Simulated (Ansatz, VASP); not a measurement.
Given: the input of a run of VASP 6.6.1 on C.

Contents of POSCAR:

```
C
1.0
    0.0000000000      1.7833700000      1.7833700000
    1.7833700000      0.0000000000      1.7833700000
    1.7833700000      1.7833700000      0.0000000000
C
2
Direct
    0.2500000000      0.2500000000      0.2500000000
    1.0000000000      1.0000000000      1.0000000000
```

INCAR.step1

```
PREC = Accurate
ENCUT = 660
ISMEAR = -1
SIGMA = 0.1
LREAL = False
LASPH = True
NELM = 120
NBANDS = 11
GGA = PE
ALGO = Normal
EDIFF = 1E-5
LWAVE = True
LCHARG = False
GGA_COMPAT = False
```

INCAR.step2

```
PREC = Accurate
ENCUT = 660
EDIFF = 1E-6
ISMEAR = -1
SIGMA = 0.1
LREAL = False
LASPH = True
NELM = 120
ALGO = Normal
ISIF = 2
LWAVE = False
LCHARG = False
METAGGA = R2SCAN
LMIXTAU = True
LUSE_VDW = True
IVDW_NL = 2
BPARAM = 11.95
CPARAM = 0.0093
NBANDS = 11
ISTART = 1
GGA_COMPAT = False
```

KPOINTS

```
Automatic mesh
0
Gamma
  13 13 13
```

Potentials or basis: VASP PAW PBE potentials, release 64 (C).

Launch:

```console
$ cat potpaw_PBE.64/C/POTCAR > POTCAR
$ cp INCAR.step1 INCAR
$ mpirun -np 1 vasp_std > vasp.out
$ cp INCAR.step2 INCAR
$ mpirun -np 1 vasp_std > vasp.out
```

Question: Translate it to Ansatz 0.2.0. Potentials there: all-electron PAW datasets made for the crystal.

Answer: As run (the cutoff follows the program's own potentials):

File input.yaml:

```yaml
crystal:
  lattice: { a: 3.56674, b: 3.56674, c: 3.56674, alpha: 90.0, beta: 90.0, gamma: 90.0 }
  space_group: 227
  setting: { hermann_mauguin: Fd-3m, origin_choice: 1 }
  reduce_to_primitive: true
  atoms:
    - { symbol: C, position: [0.25, 0.25, 0.25] }
kpoints:
  mp_grid: { grid: [13, 13, 13] }
scf:
  occupations: { method: fermi_dirac, width: 0.1 }
hamiltonian:
  xc: r2scan
  dispersion: rvv10
  pseudopotentials: { kind: all_electron, datasets: crystal }
output:
  forces: true
  stress: true
  eigenvalues: true
```

Potentials or basis: all-electron PAW datasets made for the crystal.

Run with:

```bash
$ ansatz run input.yaml --threads 1 --pin off --max-ram 2560MiB --backend cpu --events-out ev --progress --plain --runs-dir out
```

Both were run:

|  | VASP | Ansatz | Ansatz less VASP |
| --- | --- | --- | --- |
| gap on the k mesh at the Fermi level (eV) | 4.31 | 4.33 | +0.023 |
| least direct gap on the mesh (eV) | 5.83 | 5.87 | +0.039 |
| pressure (GPa) | -3.2 | -3.5 | -0.32 |

VASP's potentials were made for PBE, not for r2SCAN. Ansatz ran all-electron here, and VASP with PAW potentials.
